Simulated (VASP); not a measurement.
Write the native input for VASP 6.6.1 that does the following.

* Task: relaxation of cell and atoms
* Functional: BLYP
* Dispersion: D4
* Potentials or basis: VASP PAW PBE potentials, release 64 (Hf_pv)
* Cutoff: 600 eV
* k mesh: 11 × 11 × 10
* Occupations: fermi-dirac, width 0.05 eV
* Spin: no spin polarisation
* Dipole correction: no
* Further INCAR settings: ALGO = Fast; EDIFF = 1e-07; IBRION = 2; EDIFFG = -0.01; NSW = 60; ISIF = 3

The structure of Hf lies in POSCAR:

```
Hf
1.0
    0.1192699600      2.3430520200      1.9928205800
    2.3210866400      0.1247983600      1.9872921700
    2.4497549800      2.4661919600     -0.0038699800
Hf
1
Direct
    0.0000000000      0.0000000000      0.0000000000
```

One way to write it, as run:

INCAR

```
SYSTEM = Hf
  PREC = Accurate
  ENCUT = 600
  EDIFF = 1E-7
  ISMEAR = -1
  SIGMA = 0.05
  LREAL = .FALSE.
  LASPH = .TRUE.
  NELM = 60
  ALGO = Fast
  ISIF = 3
  LWAVE = .FALSE.
  LCHARG = .FALSE.
  GGA = B5
  ALDAX = 1.0
  AGGAX = 1.0
  AGGAC = 1.0
  ALDAC = 0.0
  IVDW = 13
  VDW_S6 = 1.0
  VDW_S8 = 2.34076671
  VDW_A1 = 0.44488865
  VDW_A2 = 4.0933009
  IBRION = 2
  NSW = 60
  EDIFFG = -0.01
```

KPOINTS

```
regular mesh
0
G
  11 11 10
  0 0 0
```

Potentials or basis: VASP PAW PBE potentials, release 64 (Hf_pv).

Launch:

```sh
$ cat potpaw_PBE.64/Hf_pv/POTCAR > POTCAR
$ mpirun -np 1 vasp_std > vasp.out
```

Results of the run:

* Relaxed volume: 22.49 Å³/atom
* Relaxed cell: a = 3.168 Å, b = 3.169 Å, c = 3.179 Å, α = 59.81°, β = 59.82°, γ = 59.94°
* Space group after relaxing (to 0.1 Å): Fm-3m (No. 225)
* Energy gained by relaxing: 62.0 meV/atom
* Ionic steps: 23
* Pressure after relaxing: 0.0 GPa
* Band gap on the k mesh: zero (bands 5 and 6 overlap by 1.69 eV)
* Dispersion energy per atom: -0.374 eV

Caveat: the PAW data sets were made with another functional, which shifts forces and pressure a little; spin-orbit coupling is left out, which moves the levels of the heavy elements.

Wall time 15 min on 1 thread of Intel(R) Xeon(R) 6975P-C (Granite Rapids), with other jobs on the host, peak memory 0.34 GiB.
